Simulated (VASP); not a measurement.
Wanted: the native input for a VASP 6.6.1 run.

| Item | Value |
| --- | --- |
| Task | single point |
| Functional | PBE |
| Potentials or basis | VASP PAW PBE potentials, release 64 (Zn) |
| Cutoff | 520 eV |
| k mesh | 14 × 7 × 1 |
| Occupations | fermi-dirac, width 0.1 eV |
| Spin | no spin polarisation |
| Dipole correction | yes |
| Further INCAR settings | ALGO = Normal; EDIFF = 1e-06; NBANDS = 45 |

The structure of Zn lies in POSCAR:

```
Zn
1.0
    2.6358129023      0.0000000000      0.0000000000
    0.0000000000      5.0929172529      0.0000000000
    0.0000000000      0.0000000000     21.3263000000
Zn
6
Direct
    0.7500000000      0.7500000000      0.3861879559
    0.2500000000      0.2500000000      0.3858825422
    0.2500000000      0.7500000000      0.5001522250
    0.7500000000      0.2500000000      0.4998477720
    0.7500000000      0.7500000000      0.6141174587
    0.2500000000      0.2500000000      0.6138120462
```

One way to write it, as run:

INCAR

```
ALGO = Normal
DIPOL = 0.5 0.5 0.500
EDIFF = 1E-6
ENCUT = 520
GGA = PE
IDIPOL = 3
ISIF = 2
ISMEAR = -1
LASPH = True
LCHARG = False
LDIPOL = True
LREAL = False
LWAVE = False
NBANDS = 45
NELM = 60
PREC = Accurate
SIGMA = 0.1
```

KPOINTS

```
k-points
0
Gamma
  14 7 1
```

Potentials or basis: VASP PAW PBE potentials, release 64 (Zn).

Launch:

```console
$ cat potpaw_PBE.64/Zn/POTCAR > POTCAR
$ mpirun -np 1 vasp_std > vasp.out
```

Results of the run:

| Property | Result |
| --- | --- |
| Largest force | 0.014 eV/Å |
| Band gap on the k mesh | zero (band 36 reaches -0.96 eV, above the bottom of band 37 at -3.29 eV) |

Run time: 4.7 min on 1 thread of Intel(R) Xeon(R) 6975P-C (Granite Rapids), with other jobs on the host, peak memory 0.51 GiB.
